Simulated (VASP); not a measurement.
Crystal: Nb2B3C.

```
Nb B C
1.0
     2.76138    0.00000    0.00000
     0.00000    2.76138    0.00000
     0.00000    0.00000    7.62286
Nb B C
2 3 1
Direct
  0.50000 0.50000 0.81417
  0.50000 0.50000 0.18583
  0.00000 0.00000 0.60902
  0.00000 0.00000 0.39098
  0.50000 0.50000 0.50000
  0.00000 0.00000 0.00000
```

The cell was built from a structure type or drawn by symmetry, and may not be a known phase.

```yaml
Program: VASP 6.6.1
Task: relaxation of cell and atoms
Functional: PBE
Potentials_or_basis: VASP PAW PBE potentials, release 64 (Nb_sv, B, C)
Cutoff: 600 eV
k_mesh: 14 × 14 × 6
Occupations: gaussian, width 0.1 eV
Spin: no spin polarisation
```

At the start: pressure -1.1 GPa; volume 9.69 Å³/atom.

Task: How do energy, volume and symmetry change on relaxing?

Result: Over 7 steps the energy falls by 4.0 meV/atom and the volume is 9.66 Å³/atom (-0.3 %); space group P4/mmm (No. 123, to 0.1 Å) before and after.

Step by step:
| step | energy change (eV) | largest force (eV/Å) | pressure (GPa) | volume (Å³) |
| --- | --- | --- | --- | --- |
| 1 | 0.0000 | 0.4963 | -1.10 | 58.13 |
| 2 | -0.0013 | 0.8103 | 2.50 | 57.56 |
| 3 | -0.0216 | 0.1955 | 0.62 | 57.83 |
| 4 | -0.0239 | 0.0555 | -0.49 | 58.07 |
| 5 | -0.0242 | 0.0158 | -0.21 | 58.01 |
| 6 | -0.0243 | 0.0147 | 0.15 | 57.92 |
| 7 | -0.0243 | 0.0028 | 0.05 | 57.96 |

Final structure:
```yaml
crystal:
  lattice:
    - [2.77080, 0.00000, 0.00000]
    - [0.00000, 2.77080, 0.00000]
    - [0.00000, 0.00000, 7.54915]
  atoms:
    - { symbol: Nb, position: [0.50000, 0.50000, 0.81675] }
    - { symbol: Nb, position: [0.50000, 0.50000, 0.18325] }
    - { symbol: B, position: [0.00000, 0.00000, 0.60865] }
    - { symbol: B, position: [0.00000, 0.00000, 0.39135] }
    - { symbol: B, position: [0.50000, 0.50000, 0.50000] }
    - { symbol: C, position: [0.00000, 0.00000, 0.00000] }
```
